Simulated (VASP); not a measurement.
# Ir (P6_3/mmc) in VASP: a series of runs

Ir is run at these levels: r2SCAN; tasks: single point.

Everything below comes from runs of VASP 6.6.1. Logs are shortened: lines on timing, memory, paths and dates and some standing lists are left out, and cuts for length are marked.

## 1. The cell of the first run

The structure is hexagonal, space group P6_3/mmc (No. 194). The conventional cell has a = 2.695 Å, b = 2.695 Å, c = 4.371 Å, α = 90.00°, β = 90.00°, γ = 120.00°. Within 3.5 Å of Ir (site symmetry -6m2) lie 12 Ir at 2.68 to 2.70 Å.

## 2. Single point, r2SCAN

POSCAR reads:

```
Ir
1.0
    2.6952115654      0.0000000000      0.0000000000
   -1.3476057827      2.3341216842      0.0000000000
    0.0000000000      0.0000000000      4.3711972971
Ir
2
Direct
    0.3333333333      0.6666666667      0.2500000000
    0.6666666667      0.3333333333      0.7500000000
```

INCAR.step1 reads:

```
PREC     = Accurate       # precision mode
ENCUT    = 520            # plane-wave cutoff, eV
ISMEAR   = -1             # smearing method
SIGMA    = 0.05           # smearing width, eV
LREAL    = False          # projectors in reciprocal space
LASPH    = True           # aspherical terms in the spheres
NELM     = 100            # most SCF steps
NBANDS   = 16             # bands
GGA      = PE             # functional
ALGO     = Normal         # electronic algorithm
EDIFF    = 1E-4           # SCF threshold, eV
LWAVE    = True           # write WAVECAR
LCHARG   = False          # write CHGCAR
```

INCAR.step2 reads:

```
PREC     = Accurate       # precision mode
ENCUT    = 520            # plane-wave cutoff, eV
EDIFF    = 1E-7           # SCF threshold, eV
ISMEAR   = -1             # smearing method
SIGMA    = 0.05           # smearing width, eV
LREAL    = False          # projectors in reciprocal space
LASPH    = True           # aspherical terms in the spheres
NELM     = 100            # most SCF steps
ALGO     = Normal         # electronic algorithm
ISIF     = 2              # what is computed and relaxed
LWAVE    = False          # write WAVECAR
LCHARG   = False          # write CHGCAR
METAGGA  = R2SCAN         # meta-GGA
LMIXTAU  = True         
NBANDS   = 16             # bands
ISTART   = 1
```

KPOINTS reads:

```
Automatic mesh
0
Gamma
  11 11 6
```

Potentials or basis: VASP PAW PBE potentials, release 64 (Ir).

On the command line:

```console
cat potpaw_PBE.64/Ir/POTCAR > POTCAR
cp INCAR.step1 INCAR
mpirun -np 1 vasp_std > vasp.out
cp INCAR.step2 INCAR
mpirun -np 1 vasp_std > vasp.out
```

OUTCAR:

```text
PREC = Accurate
   ENCUT = 520
   EDIFF = 1E-7
   ISMEAR = -1
   LREAL = False
   LASPH = True
   NELM = 100
   ISIF = 2
   METAGGA = R2SCAN
   ISTART = 1

 ion  position               nearest neighbor table
   1  0.333  0.667  0.250-   2 2.68   2 2.68   2 2.68   2 2.68   2 2.68   2 2.68
   2  0.667  0.333  0.750-   1 2.68   1 2.68   1 2.68   1 2.68   1 2.68   1 2.68

  LATTYP: Found a hexagonal cell.
 ALAT       =     2.6952115654
 C/A-ratio  =     1.6218382828

  Lattice vectors:

 A1 = (   2.6952115654,   0.0000000000,   0.0000000000)
 A2 = (  -1.3476057827,   2.3341216842,   0.0000000000)
 A3 = (   0.0000000000,   0.0000000000,   4.3711972971)

Analysis of symmetry for initial positions (statically):
=====================================================================
 Subroutine PRICEL returns:
 Original cell was already a primitive cell.

 Routine SETGRP: Setting up the symmetry group for a
 hexagonal supercell.

 Subroutine GETGRP returns: Found 24 space group operations
 (whereof 12 operations were pure point group operations)
 out of a pool of 24 trial point group operations.

The static configuration has the point symmetry D_3d.
 The point group associated with its full space group is D_6h.

Analysis of symmetry for dynamics (positions and initial velocities):
=====================================================================
 Subroutine PRICEL returns:
 Original cell was already a primitive cell.

 Routine SETGRP: Setting up the symmetry group for a
 hexagonal supercell.

 Subroutine GETGRP returns: Found 24 space group operations
 (whereof 12 operations were pure point group operations)
 out of a pool of 24 trial point group operations.

The dynamic configuration has the point symmetry D_3d.
 The point group associated with its full space group is D_6h.

 Subroutine INISYM returns: Found 24 space group operations
 (whereof 12 operations are pure point group operations),
 and found     1 'primitive' translations

----------------------------------------------------------------------------------------

                                     Primitive cell

  volume of cell :      27.4990

  direct lattice vectors                    reciprocal lattice vectors
     2.695211565  0.000000000  0.000000000     0.371028387  0.214213339  0.000000000
    -1.347605783  2.334121684  0.000000000     0.000000000  0.428426678  0.000000000
     0.000000000  0.000000000  4.371197297     0.000000000  0.000000000  0.228770273

  length of vectors
     2.695211565  2.695211565  4.371197297     0.428426678  0.428426678  0.228770273

[... 81 lines left out ...]
   LREAL  =      F    real-space projection
   EDIFFG = 0.1E-05   stopping-criterion for IOM
   NSW    =      0    number of steps for IOM
   IBRION =     -1    ionic relax: 0-MD 1-quasi-New 2-CG
   NFREE  =      0    steps in history (QN), initial steepest desc. (CG)
   ISIF   =      2    stress and relaxation
   ISYM   =      2    0-nonsym 1-usesym 2-fastsym
   POTIM  = 0.5000    time-step for ionic-motion
   TEBEG  =    0.0;   TEEND  =   0.0 temperature during run
   PSTRESS=    0.0 pullay stress
   NELECT =      18.0000    total number of electrons
   NUPDOWN=      -1.0000    fix difference up-down
   EMIN   =  10.00;   EMAX   =-10.00  energy-range for DOS
   EFERMI =   0.00;   METHOD = LEGACY
   ISMEAR =    -1;   SIGMA  =   0.05  broadening in eV -4-tet -1-fermi 0-gaus
   EFERMI_NEDOS =   21; number of points for ismear=-14 and -15
   IALGO  =     38    algorithm
   IMIX   =      4    mixing-type and parameters
     AMIX     =   0.40;   BMIX     =  1.00
     AMIX_MAG =   1.60;   BMIX_MAG =  1.00
  volume/ion in A,a.u.               =      13.75        92.79
  Fermi-wavevector in a.u.,A,eV,Ry     =   1.421434  2.686121 27.490232  2.020475
  Thomas-Fermi vector in A             =   2.542244
   LORBIT       =      0    0 simple, 1 ext, 2 COOP (PROOUT), +10 PAW based schemes
   METAGGA = R2SCAN    functional components
   LHFCALC =     F    Hartree Fock is set to
   AEXX    =    0.0000 exact exchange contribution
   IVDW    =     0    specifies the selected vdW correction
   LEPSILON=     F    determine dielectric tensor
   LRPA    =     F    only Hartree local field effects (RPA)
 non-spin polarized calculation
  energy-cutoff  :      520.00
  volume of cell :       27.50
 maximum number of plane-waves:       764
 NGX is ok and might be reduce to    20
   NGX =  9   NGY =  9   NGZ = 17

 number of electron      18.0000001 magnetization

 Free energy of the ion-electron system (eV)
  ---------------------------------------------------
  ext. energy  EPLUGINS =         0.00000000
  ---------------------------------------------------
  free energy    TOTEN  =      -104.47044606 eV

  energy without entropy =     -104.44738400  energy(sigma->0) =     -104.45891503

 E-fermi :  10.8092     XC(G=0): -15.5369

 val. band max:       10.7919713609   @ k =   0.3636   0.1818   0.1667
 cond. band min:      10.8146278340   @ k =   0.2727   0.0909   0.3333
 fundamental gap:      0.0226564731
 Fermi energy:        10.8092392105

 k-point     1 :       0.0000    0.0000    0.0000
  band No.  band energies     occupation
      1      -1.1750      2.00000
      2       1.9601      2.00000
      3       6.5239      2.00000
      4       6.6339      2.00000
      5       6.6339      2.00000
      6       7.3497      2.00000
[... 433 lines left out ...]
      3       4.9977      2.00000
      4       5.2316      2.00000
      5       6.3037      2.00000
      6       6.9903      2.00000
[... 8 lines left out ...]
     15      27.2663      0.00000
     16      28.4747      0.00000

 [... further k-points ...]

------------------------ aborting loop because EDIFF is reached ----------------------------------------

  FORCE on cell =-STRESS in cart. coord.  units (eV):
  Direction    XX          YY          ZZ          XY          YZ          ZX
  --------------------------------------------------------------------------------------
  -------------------------------------------------------------------------------------
  Total        3.1254480      3.1254480      3.1584272     -0.0000000      0.0000000      0.0000000
  in kB      182.0983830    182.0983830    184.0198590     -0.0000000      0.0000000      0.0000000
  external PRESSURE =     182.7388750 kB  Pullay stress =       0.0000000 kB

 VOLUME and BASIS-vectors are now :
 -----------------------------------------------------------------------------
  energy-cutoff  :      520.00
  volume of cell :       27.50
      direct lattice vectors                 reciprocal lattice vectors
     2.695211565  0.000000000  0.000000000     0.371028387  0.214213339  0.000000000
    -1.347605783  2.334121684  0.000000000     0.000000000  0.428426678  0.000000000
     0.000000000  0.000000000  4.371197297     0.000000000  0.000000000  0.228770273

 POSITION                                       TOTAL-FORCE (eV/Angst)
 -----------------------------------------------------------------------------------
     -0.00000      1.55608      1.09280         0.000000      0.000000      0.000000
      1.34761      0.77804      3.27840        -0.000000      0.000000      0.000000
 -----------------------------------------------------------------------------------
    total drift:                               -0.000000      0.000000     -0.000000

  FREE ENERGIE OF THE ION-ELECTRON SYSTEM (eV)
  ---------------------------------------------------
  free  energy   TOTEN  =      -104.4704460568 eV

  energy  without entropy=     -104.4473839972  energy(sigma->0) =     -104.45891503
```

OSZICAR.step1:

```text
N       E                     dE             d eps       ncg     rms          rms(c)
DAV:   1     0.143941615574E+03    0.14394E+03   -0.84966E+03  2048   0.114E+03
DAV:   2    -0.147724727747E+02   -0.15871E+03   -0.14323E+03  2048   0.310E+02
DAV:   3    -0.184294603292E+02   -0.36570E+01   -0.36146E+01  2792   0.562E+01
DAV:   4    -0.184696229097E+02   -0.40163E-01   -0.40153E-01  2304   0.499E+00
DAV:   5    -0.184707757117E+02   -0.11528E-02   -0.11528E-02  2880   0.874E-01    0.240E+01
DAV:   6    -0.176148577269E+02    0.85592E+00   -0.97398E-01  2544   0.130E+01    0.103E+01
DAV:   7    -0.174293598047E+02    0.18550E+00   -0.36878E-01  2696   0.758E+00    0.202E+00
DAV:   8    -0.174191240172E+02    0.10236E-01   -0.73566E-03  2336   0.835E-01    0.636E-01
DAV:   9    -0.174169935962E+02    0.21304E-02   -0.32611E-03  2744   0.733E-01    0.186E-02
DAV:  10    -0.174170026479E+02   -0.90517E-05   -0.17004E-05  1544   0.378E-02
   1 F= -.17417003E+02 E0= -.17405314E+02  d E =-.233773E-01
```

It took 51 s on 1 thread of Intel Xeon 6975P-C (Granite Rapids), shared host; peak memory 0.16 GiB.

What came out:

| Property | Result |
| --- | --- |
| Free energy | -104.4704 eV |
| Pressure | 18.3 GPa |
| Band gap on the k mesh | zero (band 9 reaches 11.87 eV, above the bottom of band 10 at 8.35 eV) |

Stress tensor (GPa, compression positive):
```
18.21  0.00  0.00
 0.00 18.21  0.00
 0.00  0.00 18.40
```

Caveat: the PAW data sets were made with another functional, which shifts forces and pressure a little; spin-orbit coupling is left out, which moves the levels of the heavy elements.

## 3. Single point, r2SCAN

This run uses another cell than the first one, of 14.04 Å³/atom, 1.021 times its volume.

POSCAR reads:

```
Ir
1.0
    2.7141925539      0.0000000000      0.0000000000
   -1.3570962769      2.3505597024      0.0000000000
    0.0000000000      0.0000000000      4.4019813909
Ir
2
Direct
    0.3333333333      0.6666666667      0.2500000000
    0.6666666667      0.3333333333      0.7500000000
```

INCAR.step1 reads:

```
PREC     = Accurate       # precision mode
ENCUT    = 520            # plane-wave cutoff, eV
ISMEAR   = -1             # smearing method
SIGMA    = 0.05           # smearing width, eV
LREAL    = F              # projectors in reciprocal space
LASPH    = T              # aspherical terms in the spheres
NELM     = 80             # most SCF steps
NBANDS   = 16             # bands
GGA      = PE             # functional
ALGO     = Normal         # electronic algorithm
EDIFF    = 1E-4           # SCF threshold, eV
LWAVE    = T              # write WAVECAR
LCHARG   = F              # write CHGCAR
```

INCAR.step2 reads:

```
PREC     = Accurate       # precision mode
ENCUT    = 520            # plane-wave cutoff, eV
EDIFF    = 1E-6           # SCF threshold, eV
ISMEAR   = -1             # smearing method
SIGMA    = 0.05           # smearing width, eV
LREAL    = F              # projectors in reciprocal space
LASPH    = T              # aspherical terms in the spheres
NELM     = 80             # most SCF steps
ALGO     = Normal         # electronic algorithm
ISIF     = 2              # what is computed and relaxed
LWAVE    = F              # write WAVECAR
LCHARG   = F              # write CHGCAR
METAGGA  = R2SCAN         # meta-GGA
LMIXTAU  = T            
NBANDS   = 16             # bands
ISTART   = 1
```

KPOINTS reads:

```
regular mesh
0
Gamma
  11 11 6
```

Potentials or basis: VASP PAW PBE potentials, release 64 (Ir).

On the command line:

```console
cat potpaw_PBE.64/Ir/POTCAR > POTCAR
cp INCAR.step1 INCAR
mpirun -np 1 vasp_std > vasp.out
cp INCAR.step2 INCAR
mpirun -np 1 vasp_std > vasp.out
```

Wall time 45 s (1 thread of Intel Xeon 6975P-C (Granite Rapids), shared host); peak memory 0.16 GiB.

Results (log left out):

```
Free energy            : -104.5200 eV
Pressure               : 9.0 GPa
Band gap on the k mesh : zero (band 9 reaches 11.45 eV, above the bottom of band 10 at 8.05 eV)
```

Levels at points of the mesh, in eV from the Fermi level:
| k point | band 7 | band 8 | band 9 | band 10 | band 11 | band 12 |
| --- | --- | --- | --- | --- | --- | --- |
| (0.00, 0.00, 0.00) | -3.35 | -2.51 | -2.51 | -0.80 | 0.30 | 0.30 |
| (0.00, 0.00, 0.50) | -4.17 | -4.17 | -0.49 | -0.49 | -0.49 | -0.49 |

Caveat: the PAW data sets were made with another functional, which shifts forces and pressure a little; spin-orbit coupling is left out, which moves the levels of the heavy elements.
